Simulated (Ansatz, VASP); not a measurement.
One calculation of Ir, two programs

The input INCAR:

```
  ALGO = Normal
  EDIFF = 1E-7
  EDIFFG = -0.01
  ENCUT = 500
  GGA = PE
  GGA_COMPAT = False
  IBRION = 2
  ISIF = 3
  ISMEAR = 1
  LASPH = True
  LCHARG = False
  LREAL = False
  LWAVE = False
  NELM = 120
  NELMIN = 4
  NSW = 60
  PREC = Accurate
  SIGMA = 0.05
```

The input KPOINTS:

```
k-points
0
Gamma
  8 8 8
```

POSCAR

```
Ir
1.0
    0.0000000000      1.9379170000      1.9379170000
    1.9379170000      0.0000000000      1.9379170000
    1.9379170000      1.9379170000      0.0000000000
Ir
1
Direct
    0.0000000000      0.0000000000      0.0000000000
```

Input for Ansatz:

```yaml
crystal:
  lattice:
    - [0.0, 1.937917, 1.937917]
    - [1.937917, 0.0, 1.937917]
    - [1.937917, 1.937917, 0.0]
  atoms:
    - { symbol: Ir, position: [0.0, 0.0, 0.0] }
  symmetry: { tolerance: 0.0003 }
kpoints:
  mp_grid: { grid: [8, 8, 8], shift: [0, 0, 0] }
magnetization:
  spin_polarized: false
scf:
  occupations: { method: methfessel_paxton, width: 0.05 }
hamiltonian:
  pseudopotentials: { kind: paw }
  xc: pbe
basis:
  ecutwfc: 420
output:
  forces: true
  stress: true
  eigenvalues: true
  write_density: true
  write_potential: true
  elf: true
  volumetric_format: npy
relax:
  max_steps: 40
  cell: {}
```

Alike in both runs: task relaxation of cell and atoms; functional PBE; k mesh 8 × 8 × 8; occupations methfessel-paxton of order 1, width 0.05 eV; no spin polarisation.

```csv
,VASP,Ansatz
version,VASP 6.6.1,Ansatz 0.2.0
potentials or method,"VASP PAW PBE potentials, release 64 (Ir), cutoff 500 eV",PAW plane waves
valence electrons in the cell,9,17
```

|  | VASP | Ansatz | Ansatz less VASP |
| --- | --- | --- | --- |
| gap on the k mesh at the Fermi level, each at its own relaxed structure (eV) | none | none | - |
| relaxed volume (Å³/atom) | 14.57 | 14.55 | -0.018 |
| relaxed cell length with the largest relative difference (Å) | 2.741 | 2.740 | -0.0011 |

A gap of «none» marks a metal or a gap that the smearing closes. VASP's potentials hold 9 valence electrons a cell and Ansatz's 17, so a difference there can come from the potentials and not from the codes.

Neither program's run includes spin-orbit coupling.
